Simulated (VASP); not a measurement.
CdTe, 4 atoms in the cell. Symmetry: Cmcm, No. 63, orthorhombic system. The conventional cell has a = 6.089 Å, b = 6.148 Å, c = 6.050 Å, α = 90.00°, β = 90.00°, γ = 90.00°. Cd (site symmetry m2m) has 6 Te at 3.01 to 3.14 Å within 4.0 Å. Within 4.0 Å of Te (site symmetry m2m) lie 6 Cd at 3.01 to 3.14 Å. 

| Property | Result |
| --- | --- |
| Program | VASP 6.6.1 |
| Task | single point |
| Functional | LDA |
| Potentials or basis | VASP PAW LDA potentials, release 64 (Cd, Te) |
| Cutoff | 500 eV |
| k mesh | 6 × 6 × 4 |
| Occupations | fermi-dirac, width 0.1 eV |
| Spin | no spin polarisation |
| Dipole correction | no |
| Further INCAR settings | ALGO = Normal; EDIFF = 1e-06; NBANDS = 26 |

Potentials or basis: VASP PAW LDA potentials, release 64 (Cd, Te).

Run with:

```bash
$ cat potpaw_LDA.64/Cd/POTCAR potpaw_LDA.64/Te/POTCAR > POTCAR
$ mpirun -np 1 vasp_std > vasp.out
```

Hardware: 1 thread of Intel(R) Xeon(R) Platinum 8488C (Sapphire Rapids), on a shared host.

Task: Estimate the wall time of this run.

Result: It took 51 s on 1 thread of Intel(R) Xeon(R) Platinum 8488C (Sapphire Rapids), on a shared host, peak memory 0.23 GiB. Counts: scf iterations 13, k points 39.
